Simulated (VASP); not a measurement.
# AlCo (R-3m) in VASP: a series of runs, part 2 of 2

VASP 6.6.1. The steps go on from the part before.

**3. Single point, PBEsol**

This run uses another cell than the first one, of the same volume but with other edges.

Input file INCAR:

```
SYSTEM = AlCo
PREC = Accurate
ENCUT = 520
EDIFF = 1E-6
ISMEAR = 0
SIGMA = 0.15
LREAL = .FALSE.
LASPH = .TRUE.
NELM = 80
ALGO = Fast
ISIF = 2
LWAVE = .FALSE.
LCHARG = .FALSE.
GGA = PS
NBANDS = 13
```

Input file KPOINTS:

```
Automatic mesh
0
G
  18 18 18
  0 0 0
```

Input file POSCAR:

```
AlCo
1.0
    2.8210399687     -0.0673968593     -0.0673968593
   -0.0673968593      2.8210399687     -0.0673968593
   -0.0673968593     -0.0673968593      2.8210399687
Al Co
1 1
Direct
    0.0000000000      0.0000000000      0.0000000000
    0.5000000000      0.5000000000      0.5000000000
```

Potentials or basis: VASP PAW PBE potentials, release 64 (Al, Co).

Run with:

```bash
$ cat potpaw_PBE.64/Al/POTCAR potpaw_PBE.64/Co/POTCAR > POTCAR
$ mpirun -np 1 vasp_std > vasp.out
```

OUTCAR:

```text
SYSTEM = AlCo
   PREC = Accurate
   ENCUT = 520
   EDIFF = 1E-6
   ISMEAR = 0
   LREAL = .FALSE.
   LASPH = .TRUE.
   NELM = 80
   ISIF = 2
   GGA = PS

 ion  position               nearest neighbor table
   1  0.000  0.000  0.000-   2 2.33   2 2.33   2 2.48   2 2.48   2 2.48   2 2.48   2 2.48   2 2.48

   2  0.500  0.500  0.500-   1 2.33   1 2.33   1 2.48   1 2.48   1 2.48   1 2.48   1 2.48   1 2.48

  LATTYP: Found a trigonal (rhomboedric) cell.
 ALAT       =     2.8226496733
 COS(alpha) =    -0.0471569688

  Lattice vectors:

 A1 = (   2.8210399687,  -0.0673968593,  -0.0673968593)
 A2 = (  -0.0673968593,   2.8210399687,  -0.0673968593)
 A3 = (  -0.0673968593,  -0.0673968593,   2.8210399687)

Analysis of symmetry for initial positions (statically):
=====================================================================
 Subroutine PRICEL returns:
 Original cell was already a primitive cell.

 Routine SETGRP: Setting up the symmetry group for a
 trigonal (rhombohedral) supercell.

 Subroutine GETGRP returns: Found 12 space group operations
 (whereof 12 operations were pure point group operations)
 out of a pool of 12 trial point group operations.

The static configuration has the point symmetry D_3d.

[... 170 lines left out ...]
  band No.  band energies     occupation
      1      -0.4000      2.00000
      2       7.7600      2.00000
      3       7.7600      2.00000
      4       9.8515      2.00000
      5      10.0803      2.00000
      6      10.0803      2.00000
      7      16.7858      0.00000
      8      17.1938      0.00000
      9      17.1938      0.00000
     10      19.8247      0.00000
     11      19.8247      0.00000
     12      26.6573      0.00000
     13      32.4938      0.00000
[... 354 lines left out ...]
  band No.  band energies     occupation
      1       0.5823      2.00000
      2       7.5231      2.00000
      3       8.0077      2.00000
      4       9.4660      2.00000
      5       9.6559      2.00000
      6      10.0370      2.00000
      7      13.0350      0.00000
      8      17.7636      0.00000
      9      18.3556      0.00000
     10      20.0637      0.00000
     11      23.4178      0.00000
     12      26.5705      0.00000
     13      27.8072      0.00000

 [... further k-points ...]
[... 5 lines left out ...]
  --------------------------------------------------------------------------------------
  -------------------------------------------------------------------------------------
  Total        0.2094668      0.2094668      0.2094668      1.1917477      1.1917477      1.1917477
  in kB       14.9745657     14.9745657     14.9745657     85.1968122     85.1968122     85.1968122
  external PRESSURE =      14.9745657 kB  Pullay stress =       0.0000000 kB

 VOLUME and BASIS-vectors are now :
 -----------------------------------------------------------------------------
  energy-cutoff  :      520.00
  volume of cell :       22.41
      direct lattice vectors                 reciprocal lattice vectors
     2.821039969 -0.067396859 -0.067396859     0.354894244  0.008686223  0.008686223
    -0.067396859  2.821039969 -0.067396859     0.008686223  0.354894244  0.008686223
    -0.067396859 -0.067396859  2.821039969     0.008686223  0.008686223  0.354894244

 POSITION                                       TOTAL-FORCE (eV/Angst)
 -----------------------------------------------------------------------------------
      0.00000      0.00000      0.00000        -0.000000      0.000000     -0.000000
      1.34312      1.34312      1.34312         0.000000     -0.000000      0.000000
 -----------------------------------------------------------------------------------
    total drift:                                0.000000     -0.000000     -0.000000

  FREE ENERGIE OF THE ION-ELECTRON SYSTEM (eV)
  ---------------------------------------------------
  free  energy   TOTEN  =       -13.0029374392 eV

  energy  without entropy=      -12.9944837021  energy(sigma->0) =      -12.99871057
```

OSZICAR:

```text
N       E                     dE             d eps       ncg     rms          rms(c)
DAV:   1     0.355410085443E+02    0.35541E+02   -0.52222E+03 15338   0.977E+02
DAV:   2    -0.132654940782E+02   -0.48807E+02   -0.44446E+02 15820   0.174E+02
DAV:   3    -0.148726339642E+02   -0.16071E+01   -0.15960E+01 18349   0.363E+01
DAV:   4    -0.148966033625E+02   -0.23969E-01   -0.23962E-01 17750   0.404E+00
DAV:   5    -0.148974048737E+02   -0.80151E-03   -0.80149E-03 18874   0.796E-01    0.135E+01
RMM:   6    -0.177055317773E+02   -0.28081E+01   -0.17474E+01 17983   0.542E+01    0.186E+01
RMM:   7    -0.130384378224E+02    0.46671E+01   -0.51470E+00 16225   0.283E+01    0.272E+00
RMM:   8    -0.130160967614E+02    0.22341E-01   -0.38079E-02 16799   0.157E+00    0.118E+00
RMM:   9    -0.130228916040E+02   -0.67948E-02   -0.47711E-02 18261   0.192E+00    0.126E+00
RMM:  10    -0.130028903068E+02    0.20001E-01   -0.19761E-02 17725   0.190E+00    0.145E-01
RMM:  11    -0.130030921393E+02   -0.20183E-03   -0.11953E-03 20244   0.236E-01    0.146E-01
RMM:  12    -0.130029288699E+02    0.16327E-03   -0.37418E-04 21364   0.176E-01    0.273E-02
RMM:  13    -0.130029421698E+02   -0.13300E-04   -0.10585E-04 20548   0.685E-02    0.381E-02
RMM:  14    -0.130029367323E+02    0.54375E-05   -0.16893E-05 21669   0.354E-02    0.101E-02
RMM:  15    -0.130029374392E+02   -0.70687E-06   -0.46439E-06 17463   0.148E-02
   1 F= -.13002937E+02 E0= -.12998711E+02  d E =-.845374E-02
```

stdout:

```text
POSCAR found type information on POSCAR AlCo
 POSCAR found :  2 types and       2 ions
 scaLAPACK will be used
 -----------------------------------------------------------------------------
|                                                                             |
|                                                                             |
|     You enforced a specific xc type in the INCAR file but a different       |
|     I HOPE YOU KNOW WHAT YOU ARE DOING!                                     |
|                                                                             |
 -----------------------------------------------------------------------------

 LDA part: xc-table for (Slater+PW92), standard interpolation
 POSCAR, INCAR and KPOINTS ok, starting setup
 FFT: planning ... GRIDC
 FFT: planning ... GRID_SOFT
 FFT: planning ... GRID
 WAVECAR not read
 entering main loop
```

It took 1.8 min on 1 thread of AMD EPYC 9R45 (Zen 5), shared host; peak memory 0.26 GiB.

What came out:

```
Free energy            : -13.0029 eV
Pressure               : 1.5 GPa
Band gap on the k mesh : zero (band 6 reaches 12.91 eV, above the bottom of band 7 at 10.61 eV)
```

Levels at points of the mesh, in eV from the Fermi level:
```
           k point  band 4  band 5  band 6  band 7  band 8  band 9
(0.00, 0.00, 0.00)   -1.02   -0.79   -0.79    5.92    6.33    6.33
(0.50, 0.00, 0.00)   -1.88   -1.63   -0.74    0.20    8.31   10.57
(0.50, 0.50, 0.00)   -2.31   -1.59   -1.52   -0.26    2.44    3.83
(0.50, 0.50, 0.50)   -0.22   -0.22    2.04    2.04    2.73    4.93
```

Caveat: the PAW data sets were made with another functional, which shifts forces and pressure a little.

**4. Single point, PBEsol**

This run uses another cell than the first one, of the same volume but with other edges.

Input file INCAR:

```
SYSTEM = AlCo
PREC     = Accurate       ! precision mode
ENCUT    = 520            ! plane-wave cutoff, eV
EDIFF    = 1E-6           ! SCF threshold, eV
ISMEAR   = 0              ! smearing method
SIGMA    = 0.15           ! smearing width, eV
LREAL    = .False.        ! projectors in reciprocal space
LASPH    = .True.         ! aspherical terms in the spheres
NELM     = 80             ! most SCF steps
ALGO     = Fast           ! electronic algorithm
ISIF     = 2              ! what is computed and relaxed
LWAVE    = .False.        ! write WAVECAR
LCHARG   = .False.        ! write CHGCAR
GGA      = PS             ! functional
NBANDS   = 13             ! bands
```

Input file KPOINTS:

```
Automatic mesh
0
Gamma
  18 18 18
  0 0 0
```

Input file POSCAR:

```
AlCo
1.0
    2.8212748657      0.0732798666      0.0732798666
    0.0732798666      2.8212748657      0.0732798666
    0.0732798666      0.0732798666      2.8212748657
Al Co
1 1
Direct
    0.0000000000      0.0000000000      0.0000000000
    0.5000000000      0.5000000000      0.5000000000
```

Run with:

```bash
$ cat potpaw_PBE.64/Al/POTCAR potpaw_PBE.64/Co/POTCAR > POTCAR
$ mpirun -np 1 vasp_std > vasp.out
```

Run time: 1.8 min. Hardware: 1 thread of AMD EPYC 9R45 (Zen 5), shared host; peak memory 0.26 GiB.

Results (log left out):

```
Free energy            : -13.0089 eV
Pressure               : 1.5 GPa
Band gap on the k mesh : zero (band 6 reaches 12.43 eV, above the bottom of band 7 at 10.61 eV)
```

Stress tensor (GPa, compression positive):
```
 1.45 -6.76 -6.76
-6.76  1.45 -6.76
-6.76 -6.76  1.45
```

Levels at points of the mesh, in eV from the Fermi level:
```csv
k point,band 2,band 3,band 4,band 5,band 6,band 7,band 8,band 9,band 10,band 11
"(0.00, 0.00, 0.00)",-3.10,-3.10,-0.94,-0.94,-0.72,6.05,6.05,6.48,8.96,8.96
"(0.50, 0.00, 0.00)",-6.77,-2.52,-1.84,-1.66,-0.74,0.20,8.30,10.79,10.95,11.89
"(0.50, 0.50, 0.00)",-3.20,-3.07,-2.31,-1.57,-1.52,-0.26,2.43,3.85,12.48,15.28
"(0.50, 0.50, 0.50)",-3.97,-3.97,-0.22,-0.22,1.39,2.80,2.80,4.76,4.83,5.90
```

Caveat: the PAW data sets were made with another functional, which shifts forces and pressure a little. Spin polarisation is off, so any magnetic state and its effect on volume and gap are missing.

**5. Summary**

```tsv
cell	further INCAR settings	gap on the mesh (eV)	pressure (GPa)
a = 3.016 Å, angles 67.3°, 2 atoms	ALGO = Fast; EDIFF = 1e-07; NBANDS = 13	none	27.9
a = 2.823 Å, angles 92.7°, 2 atoms	ALGO = Fast; EDIFF = 1e-06; NBANDS = 13	none	1.5
a = 2.823 Å, angles 87.0°, 2 atoms	ALGO = Fast; EDIFF = 1e-06; NBANDS = 13	none	1.5
```

Alike in all rows: task single point; level PBEsol; potentials or basis VASP PAW PBE potentials, release 64 (Al, Co); no spin polarisation; k mesh 18 × 18 × 18; cutoff (eV) 520; smearing gaussian 0.15 eV.

Caveats: the PAW data sets were made with another functional, which shifts forces and pressure a little.

Total energies depend on the potentials used, so only differences within one code and one set of settings carry meaning.
